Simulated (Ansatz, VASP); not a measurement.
CdH2O2 in VASP and in Ansatz

```
Cd H O
1.0
     3.52721    0.00000    0.00000
    -1.76360    3.05464    0.00000
     0.00000    0.00000    4.65841
Cd H O
1 2 2
Direct
  0.00000 0.00000 0.00000
  0.66667 0.33333 0.55096
  0.33333 0.66667 0.44904
  0.66667 0.33333 0.75937
  0.33333 0.66667 0.24063
```

Alike in both runs: task single point; functional PBEsol; k mesh 6 × 6 × 4; no spin polarisation.

|  | VASP | Ansatz |
| --- | --- | --- |
| version | VASP 6.6.1 | Ansatz 0.2.0 |
| potentials or method | VASP PAW PBE potentials, release 64 (Cd, H, O), cutoff 520 eV | plane waves, PAW |
| occupations | gaussian, width 0.01 eV | fixed |
| valence electrons in the cell | 26 | 34 |

```csv
,VASP,Ansatz,Ansatz less VASP
pressure (GPa),-0.9,-1.7,-0.78
"traceless stress, the component that is largest in VASP (GPa)",1.80,1.37,-0.430
```

VASP's potentials were made for PBE, not for PBEsol. VASP's potentials hold 26 valence electrons a cell and Ansatz's 34, so a difference there can come from the potentials and not from the codes. Ansatz's warnings: structure snapped to symmetry.
